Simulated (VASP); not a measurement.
# SiC (Fm-3m) in VASP: a series of runs

SiC is run at these levels: PBEsol; tasks: single point, relaxation of cell and atoms.

Everything below comes from runs of VASP 6.6.1. Logs are shortened: lines on timing, memory, paths and dates and some standing lists are left out, and cuts for length are marked.

## 1. The cell of the first run

Symmetry: Fm-3m, No. 225, cubic system. Conventional cell: a = 4.036 Å, b = 4.036 Å, c = 4.036 Å, α = 90.00°, β = 90.00°, γ = 90.00°. Within 2.7 Å of Si (site symmetry m-3m) lie 6 C at 2.02 Å. Within 2.7 Å of C (site symmetry m-3m) lie 6 Si at 2.02 Å.

## 2. Single point, PBEsol

File INCAR:

```
  ALGO = Normal
  EDIFF = 1E-6
  ENCUT = 520
  GGA = PS
  ISIF = 2
  ISMEAR = -1
  LASPH = T
  LCHARG = F
  LREAL = F
  LWAVE = F
  NBANDS = 11
  NELM = 80
  PREC = Accurate
  SIGMA = 0.15
```

File KPOINTS:

```
k-points
0
Gamma
  20 20 20
```

File POSCAR:

```
SiC
1.0
    0.0000000000      2.0182099451      2.0182099451
    2.0182099451      0.0000000000      2.0182099451
    2.0182099451      2.0182099451      0.0000000000
Si C
1 1
Direct
    0.0000000000      0.0000000000      0.0000000000
    0.5000000000      0.5000000000      0.5000000000
```

Potentials or basis: VASP PAW PBE potentials, release 64 (Si, C).

On the command line:

```sh
$ cat potpaw_PBE.64/Si/POTCAR potpaw_PBE.64/C/POTCAR > POTCAR
$ mpirun -np 1 vasp_std > vasp.out
```

OUTCAR:

```text
EDIFF = 1E-6
   ENCUT = 520
   GGA = PS
   ISIF = 2
   ISMEAR = -1
   LASPH = T
   LREAL = F
   NELM = 80
   PREC = Accurate

 ion  position               nearest neighbor table
   1  0.000  0.000  0.000-   2 2.02   2 2.02   2 2.02   2 2.02   2 2.02   2 2.02
   2  0.500  0.500  0.500-   1 2.02   1 2.02   1 2.02   1 2.02   1 2.02   1 2.02

  LATTYP: Found a face centered cubic cell.
 ALAT       =     4.0364198902

  Lattice vectors:

 A1 = (   0.0000000000,   2.0182099451,   2.0182099451)
 A2 = (   2.0182099451,   0.0000000000,   2.0182099451)
 A3 = (   2.0182099451,   2.0182099451,   0.0000000000)

Analysis of symmetry for initial positions (statically):
=====================================================================
 Subroutine PRICEL returns:
 Original cell was already a primitive cell.

 Routine SETGRP: Setting up the symmetry group for a
 face centered cubic supercell.

 Subroutine GETGRP returns: Found 48 space group operations
 (whereof 48 operations were pure point group operations)
 out of a pool of 48 trial point group operations.

The static configuration has the point symmetry O_h .

Analysis of symmetry for dynamics (positions and initial velocities):
=====================================================================
 Subroutine PRICEL returns:
 Original cell was already a primitive cell.

 Routine SETGRP: Setting up the symmetry group for a
 face centered cubic supercell.

 Subroutine GETGRP returns: Found 48 space group operations
 (whereof 48 operations were pure point group operations)
 out of a pool of 48 trial point group operations.

The dynamic configuration has the point symmetry O_h .

 Subroutine INISYM returns: Found 48 space group operations
 (whereof 48 operations are pure point group operations),
 and found     1 'primitive' translations

----------------------------------------------------------------------------------------

                                     Primitive cell

  volume of cell :      16.4410

  direct lattice vectors                    reciprocal lattice vectors
     0.000000000  2.018209945  2.018209945    -0.247744295  0.247744295  0.247744295
     2.018209945  0.000000000  2.018209945     0.247744295 -0.247744295  0.247744295
     2.018209945  2.018209945  0.000000000     0.247744295  0.247744295 -0.247744295

  length of vectors
     2.854179876  2.854179876  2.854179876     0.429105706  0.429105706  0.429105706

  position of ions in fractional coordinates (direct lattice)
     0.000000000  0.000000000  0.000000000
     0.500000000  0.500000000  0.500000000

  ion indices of the primitive-cell ions
   primitive index   ion index
                 1           1
                 2           2

----------------------------------------------------------------------------------------

 KPOINTS: k-points

Automatic generation of k-mesh.
 Grid dimensions read from file:
 generate k-points for:   20   20   20

 Generating k-lattice:

  Cartesian coordinates                     Fractional coordinates (reciprocal lattice)
    -0.012387215  0.012387215  0.012387215     0.050000000  0.000000000  0.000000000
     0.012387215 -0.012387215  0.012387215     0.000000000  0.050000000  0.000000000
     0.012387215  0.012387215 -0.012387215     0.000000000  0.000000000  0.050000000

  Length of vectors
     0.021455285  0.021455285  0.021455285

  Shift w.r.t. Gamma in fractional coordinates (k-lattice)
     0.000000000  0.000000000  0.000000000

 Subroutine IBZKPT returns following result:
 ===========================================

 Found    256 irreducible k-points:

 Following reciprocal coordinates:
            Coordinates               Weight
  0.000000  0.000000  0.000000      1.000000
  0.050000  0.000000  0.000000      8.000000
  0.100000  0.000000  0.000000      8.000000
  0.150000  0.000000  0.000000      8.000000
  0.200000  0.000000  0.000000      8.000000
  0.250000  0.000000  0.000000      8.000000
[... 16 lines left out ...]
 -0.400000  0.050000  0.000000     24.000000
 -0.350000  0.050000  0.000000     24.000000
 [... further k-points ...]
   k-points           NKPTS =    256   k-points in BZ     NKDIM =    256   number of bands    NBANDS=     11
   number of dos      NEDOS =    301   number of ions     NIONS =      2
   total plane-waves  NPLWV =  13824
   dimension x,y,z NGX =    24 NGY =   24 NGZ =   24
   dimension x,y,z NGXF=    48 NGYF=   48 NGZF=   48
   ions per type =               1   1
   NGX,Y,Z   is equivalent  to a cutoff of  13.98, 13.98, 13.98 a.u.
   NGXF,Y,Z  is equivalent  to a cutoff of  27.96, 27.96, 27.96 a.u.
 SYSTEM =  unknown system
   PREC   = accura    normal or accurate (medium, high low for compatibility)
   ISTART =      0    job   : 0-new  1-cont  2-samecut
   ICHARG =      2    charge: 1-file 2-atom 10-const
   ISPIN  =      1    spin polarized calculation?
   LNONCOLLINEAR =      F non collinear calculations
   LSORBIT =      F    spin-orbit coupling
   LASPH  =      T    aspherical Exc in radial PAW
   ENCUT  =  520.0 eV  38.22 Ry    6.18 a.u.   5.31  5.31  5.31*2*pi/ulx,y,z
   NELM   =     80;   NELMIN=  2; NELMDL= -5     # of ELM steps
   EDIFF  = 0.1E-05   stopping-criterion for ELM
   LREAL  =      F    real-space projection
   EDIFFG = 0.1E-04   stopping-criterion for IOM
   NSW    =      0    number of steps for IOM
   IBRION =     -1    ionic relax: 0-MD 1-quasi-New 2-CG
   NFREE  =      0    steps in history (QN), initial steepest desc. (CG)
   ISIF   =      2    stress and relaxation
   ISYM   =      2    0-nonsym 1-usesym 2-fastsym
   POTIM  = 0.5000    time-step for ionic-motion
   TEBEG  =    0.0;   TEEND  =   0.0 temperature during run
   PSTRESS=    0.0 pullay stress
   NELECT =       8.0000    total number of electrons
   NUPDOWN=      -1.0000    fix difference up-down
   EMIN   =  10.00;   EMAX   =-10.00  energy-range for DOS
   EFERMI =   0.00;   METHOD = LEGACY
   ISMEAR =    -1;   SIGMA  =   0.15  broadening in eV -4-tet -1-fermi 0-gaus
   EFERMI_NEDOS =   21; number of points for ismear=-14 and -15
   IALGO  =     38    algorithm
   IMIX   =      4    mixing-type and parameters
     AMIX     =   0.40;   BMIX     =  1.00
     AMIX_MAG =   1.60;   BMIX_MAG =  1.00
  volume/ion in A,a.u.               =       8.22        55.47
  Fermi-wavevector in a.u.,A,eV,Ry     =   1.287642  2.433291 22.558760  1.658022
  Thomas-Fermi vector in A             =   2.419644
   LORBIT       =      0    0 simple, 1 ext, 2 COOP (PROOUT), +10 PAW based schemes
   GGA     = PS    functional components
   LHFCALC =     F    Hartree Fock is set to
   AEXX    =    0.0000 exact exchange contribution
   IVDW    =     0    specifies the selected vdW correction
   LEPSILON=     F    determine dielectric tensor
   LRPA    =     F    only Hartree local field effects (RPA)
 non-spin polarized calculation
  energy-cutoff  :      520.00
  volume of cell :       16.44
 maximum number of plane-waves:       459
 NGX is ok and might be reduce to    24
   NGX = 11   NGY = 11   NGZ = 11

 number of electron       8.0000000 magnetization

 Free energy of the ion-electron system (eV)
  ---------------------------------------------------
  ext. energy  EPLUGINS =         0.00000000
  ---------------------------------------------------
  free energy    TOTEN  =       -14.61225330 eV

  energy without entropy =      -14.59379575  energy(sigma->0) =      -14.60302452

 E-fermi :  12.5245     XC(G=0): -12.8297

 val. band max:       12.5222533247   @ k =  -0.1000   0.0500   0.0000
 cond. band min:      12.5287992607   @ k =  -0.1500   0.1000   0.0000
 fundamental gap:      0.0065459360
 Fermi energy:        12.5245193507

 k-point     1 :       0.0000    0.0000    0.0000
  band No.  band energies     occupation
      1      -6.0917      2.00000
      2      12.5028      1.07234
      3      12.5028      1.07234
      4      12.5028      1.07234
      5      20.1736      0.00000
      6      21.3661      0.00000
      7      21.3661      0.00000
      8      21.3661      0.00000
      9      25.2741      0.00000
     10      25.2741      0.00000
     11      25.2741      0.00000

 k-point     2 :       0.0500    0.0000    0.0000
  band No.  band energies     occupation
      1      -6.0304      2.00000
      2      12.1500      1.84787
      3      12.4624      1.20403
      4      12.4624      1.20403
      5      20.2915      0.00000
      6      21.2663      0.00000
      7      21.4784      0.00000
      8      21.4784      0.00000
      9      24.4118      0.00000
     10      24.4118      0.00000
     11      25.2291      0.00000

 k-point     3 :       0.1000    0.0000    0.0000
  band No.  band energies     occupation
      1      -5.8468      2.00000
      2      11.2166      1.99967
      3      12.3511      1.52125
      4      12.3511      1.52124
      5      20.2498      0.00000
      6      21.4187      0.00000
      7      21.7117      0.00000
      8      21.7117      0.00000
      9      23.3894      0.00000
     10      23.3894      0.00000
     11      25.0503      0.00000

 k-point     4 :       0.1500    0.0000    0.0000
  band No.  band energies     occupation
      1      -5.5416      2.00000
      2       9.9352      2.00000
      3      12.1929      1.80240
      4      12.1929      1.80240
      5      19.8620      0.00000
      6      21.4637      0.00000
      7      21.4637      0.00000
      8      22.0447      0.00000
      9      23.1836      0.00000
     10      23.1836      0.00000
     11      24.7626      0.00000
[... 239 lines left out ...]
 k-point    22 :      -0.4500    0.0500    0.0000
  band No.  band energies     occupation
      1      -1.0892      2.00000
      2       1.2255      2.00000
      3      11.0100      1.99992
      4      11.3865      1.99899
      5      17.5917      0.00000
      6      17.8931      0.00000
      7      18.6917      0.00000
      8      22.6554      0.00000
      9      27.1126      0.00000
     10      29.8006      0.00000
     11      30.2458      0.00000

 k-point    23 :      -0.4000    0.0500    0.0000
  band No.  band energies     occupation
      1      -1.9433      2.00000
      2       2.3147      2.00000
      3      10.9533      1.99994
      4      11.5399      1.99718
      5      17.9109      0.00000
      6      17.9522      0.00000
      7      18.7379      0.00000
      8      22.7960      0.00000
      9      26.6703      0.00000
     10      28.5687      0.00000
     11      29.7950      0.00000

 k-point    24 :      -0.3500    0.0500    0.0000
  band No.  band energies     occupation
      1      -2.8211      2.00000
      2       3.6236      2.00000
      3      10.9519      1.99994
      4      11.7175      1.99083
      5      18.1854      0.00000
      6      18.3764      0.00000
      7      18.8371      0.00000
      8      23.0222      0.00000
      9      25.9592      0.00000
     10      27.1837      0.00000
     11      28.8438      0.00000

 [... further k-points ...]

------------------------ aborting loop because EDIFF is reached ----------------------------------------

  FORCE on cell =-STRESS in cart. coord.  units (eV):
  Direction    XX          YY          ZZ          XY          YZ          ZX
  --------------------------------------------------------------------------------------
  -------------------------------------------------------------------------------------
  Total        0.0600647      0.0600647      0.0600647      0.0000000      0.0000000     -0.0000000
  in kB        5.8532971      5.8532971      5.8532971      0.0000000      0.0000000     -0.0000000
  external PRESSURE =       5.8532971 kB  Pullay stress =       0.0000000 kB

 VOLUME and BASIS-vectors are now :
 -----------------------------------------------------------------------------
  energy-cutoff  :      520.00
  volume of cell :       16.44
      direct lattice vectors                 reciprocal lattice vectors
     0.000000000  2.018209945  2.018209945    -0.247744295  0.247744295  0.247744295
     2.018209945  0.000000000  2.018209945     0.247744295 -0.247744295  0.247744295
     2.018209945  2.018209945  0.000000000     0.247744295  0.247744295 -0.247744295

 POSITION                                       TOTAL-FORCE (eV/Angst)
 -----------------------------------------------------------------------------------
      0.00000      0.00000      0.00000        -0.000000     -0.000000     -0.000000
      2.01821      2.01821      2.01821         0.000000      0.000000      0.000000
 -----------------------------------------------------------------------------------
    total drift:                               -0.000000     -0.000000      0.000000

  FREE ENERGIE OF THE ION-ELECTRON SYSTEM (eV)
  ---------------------------------------------------
  free  energy   TOTEN  =       -14.6122533010 eV

  energy  without entropy=      -14.5937957484  energy(sigma->0) =      -14.60302452
```

It took 24 s on 1 thread of Intel Xeon 6975P-C (Granite Rapids), shared host; peak memory 0.17 GiB.

Results:

```yaml
Free_energy: -14.6123 eV
Pressure: 0.6 GPa
Band_gap_on_the_k_mesh: zero (band 4 reaches 12.58 eV, above the bottom of band 5 at 11.63 eV)
```

Levels at points of the mesh, in eV from the Fermi level:
```tsv
k point	band 2	band 3	band 4	band 5	band 6	band 7
(0.00, 0.00, 0.00)	-0.02	-0.02	-0.02	7.65	8.84	8.84
(0.50, 0.00, 0.00)	-11.68	-1.11	-1.11	5.23	5.23	5.90
(0.50, 0.50, 0.00)	-9.97	-4.39	-4.39	-0.90	2.34	14.90
```

Caveat: the PAW data sets were made with another functional, which shifts forces and pressure a little.

## 3. Relaxation of cell and atoms, PBEsol

File INCAR:

```
  ALGO = Normal
  EDIFF = 1E-6
  EDIFFG = -0.005
  ENCUT = 600
  GGA = PS
  IBRION = 2
  ISIF = 3
  ISMEAR = 0
  LASPH = True
  LCHARG = False
  LREAL = False
  LWAVE = False
  NELM = 80
  NSW = 100
  PREC = Accurate
  SIGMA = 0.1
```

File KPOINTS:

```
k-points
0
Gamma
  18 18 18
```

File POSCAR:

```
SiC
1.0
    0.0000000000      2.0185143777      2.0185143777
    2.0185143777      0.0000000000      2.0185143777
    2.0185143777      2.0185143777      0.0000000000
Si C
1 1
Direct
    0.0000000000      0.0000000000      0.0000000000
    0.5000000000      0.5000000000      0.5000000000
```

Potentials or basis: VASP PAW PBE potentials, release 64 (Si, C).

On the command line:

```sh
$ cat potpaw_PBE.64/Si/POTCAR potpaw_PBE.64/C/POTCAR > POTCAR
$ mpirun -np 1 vasp_std > vasp.out
```

It took 20 s on 1 thread of Intel Xeon 6975P-C (Granite Rapids), shared host; peak memory 0.15 GiB.

Results (log left out):

- Free energy: -14.6043 eV
- Relaxed volume: 8.22 Å³/atom
- Relaxed cell: a = 2.854 Å, b = 2.854 Å, c = 2.854 Å, α = 60.00°, β = 60.00°, γ = 60.00°
- Space group after relaxing (to 0.05 Å): Fm-3m (No. 225)
- Energy gained by relaxing: 0.0 meV/atom
- Ionic steps: 2
- Pressure after relaxing: 0.1 GPa
- Band gap on the k mesh: zero (band 4 reaches 12.59 eV, above the bottom of band 5 at 11.64 eV)

Final structure:
```cif
data_structure
_symmetry_space_group_name_H-M 'P 1'
_symmetry_Int_Tables_number 1
_cell_length_a 2.8539
_cell_length_b 2.8539
_cell_length_c 2.8539
_cell_angle_alpha 60.000
_cell_angle_beta 60.000
_cell_angle_gamma 60.000
_cell_volume 16.44
loop_
_atom_site_label
_atom_site_type_symbol
_atom_site_fract_x
_atom_site_fract_y
_atom_site_fract_z
_atom_site_occupancy
Si1 Si 0.00000 0.00000 0.00000 1
C1 C 0.50000 0.50000 0.50000 1
```

Levels at points of the mesh, in eV from the Fermi level:
```csv
k point,band 1,band 2,band 3,band 4,band 5,band 6,band 7,band 8
"(0.00, 0.00, 0.00)",-18.53,0.07,0.07,0.07,7.74,8.93,8.93,8.93
"(0.50, 0.00, 0.00)",-13.29,-11.60,-1.02,-1.02,5.32,5.32,5.99,9.72
"(0.50, 0.50, 0.00)",-11.48,-9.89,-4.30,-4.30,-0.81,2.43,14.99,14.99
```

Caveat: the PAW data sets were made with another functional, which shifts forces and pressure a little.

(Continued in part 2 of 2.)
